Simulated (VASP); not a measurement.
Wanted: the native input for a VASP 6.6.1 run.

| Property | Result |
| --- | --- |
| Task | single point |
| Functional | r2SCAN |
| Potentials or basis | VASP PAW PBE potentials, release 64 (Ti_sv, O) |
| Cutoff | 520 eV |
| k mesh | 10 × 10 × 10 |
| Occupations | gaussian, width 0.01 eV |
| Spin | no spin polarisation |
| Dipole correction | no |
| Further INCAR settings | ALGO = Normal; EDIFF = 1e-06; NBANDS = 19 |

TiO2:

```xyz
3
Lattice="0.0000 2.3968 2.3968 2.2813 0.0000 2.3968 2.2813 2.3968 0.0000" Properties=species:S:1:pos:R:3 pbc="T T T"
Ti    0.0000    0.0000    0.0000
O     1.1407    1.1984    1.1984
O     3.4220    3.5952    3.5952
```

This cell differs from its parent crystal: uniaxial x strain -4.8%.

One way to write it, as run:

POSCAR

```
TiO2
1.0
    0.0000000000      2.3968272579      2.3968272579
    2.2813001841      0.0000000000      2.3968272579
    2.2813001841      2.3968272579      0.0000000000
Ti O
1 2
Direct
    0.0000000000      0.0000000000      0.0000000000
    0.2500000000      0.2500000000      0.2500000000
    0.7500000000      0.7500000000      0.7500000000
```

INCAR.step1

```
SYSTEM = TiO2
PREC = Accurate
ENCUT = 520
ISMEAR = 0
SIGMA = 0.01
LREAL = .FALSE.
LASPH = .TRUE.
NELM = 100
NBANDS = 19
GGA = PE
ALGO = Normal
EDIFF = 1E-4
LWAVE = .TRUE.
LCHARG = .FALSE.
```

INCAR.step2

```
SYSTEM = TiO2
PREC = Accurate
ENCUT = 520
EDIFF = 1E-6
ISMEAR = 0
SIGMA = 0.01
LREAL = .FALSE.
LASPH = .TRUE.
NELM = 100
ALGO = Normal
ISIF = 2
LWAVE = .FALSE.
LCHARG = .TRUE.
METAGGA = R2SCAN
LMIXTAU = .TRUE.
LELF = .TRUE.
LVHAR = .TRUE.
NBANDS = 19
ISTART = 1
```

KPOINTS

```
Automatic mesh
0
G
  10 10 10
  0 0 0
```

Potentials or basis: VASP PAW PBE potentials, release 64 (Ti_sv, O).

Command:

```bash
$ cat potpaw_PBE.64/Ti_sv/POTCAR potpaw_PBE.64/O/POTCAR > POTCAR
$ cp INCAR.step1 INCAR
$ mpirun -np 1 vasp_std > vasp.out
$ cp INCAR.step2 INCAR
$ mpirun -np 1 vasp_std > vasp.out
```

It gave:

| Quantity | Value |
| --- | --- |
| Pressure | 17.3 GPa |
| Band gap on the k mesh | 1.01 eV, indirect (least direct gap 1.83 eV) |

Caveat: the cell differs from its parent crystal (uniaxial x strain -4.8%); the PAW data sets were made with another functional, which shifts forces and pressure a little.

Run time: 4.3 min on 1 thread of AMD EPYC 7R43 64-Core Processor (Zen 3) (shared host), peak memory 0.17 GiB.
